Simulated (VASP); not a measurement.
Runs of VASP 6.6.1 on Ti3Al5. The structure is that of space group P4/mmm (No. 123), or close to it. The cells are those of the table. 

```csv
cell,gap on the mesh (eV),pressure (GPa),largest force (eV/Å)
"a = 3.898, b = 3.898, c = 8.741 Å, 8 atoms",none,-5.0,0.03
"a = 4.093, b = 4.093, c = 8.117 Å, 8 atoms",none,-7.2,0.11
"a = 3.996, b = 3.996, c = 8.533 Å, 8 atoms",none,(a),0.07
"a = 3.801, b = 3.801, c = 8.741 Å, 8 atoms",none,0.6,0.03
```

Alike in all rows: task single point; level r2SCAN; potentials or basis VASP PAW PBE potentials, release 64 (Ti_sv, Al); no spin polarisation; k mesh 10 × 10 × 6; cutoff (eV) 520; smearing gaussian 0.15 eV.

Problem. Fill in the values left out.

Solution. (a) -7.5.

Caveats: the PAW data sets were made with another functional, which shifts forces and pressure a little; the stress differs along the axes, from -10 to -3 GPa (at least some runs); the stress differs along the axes, from -10 to -2 GPa (at least some runs); the cell stands under tension (at least some runs); the stress differs along the axes, from -8 to 5 GPa (at least some runs).

A gap of «none» marks levels without a gap at the run's occupations.
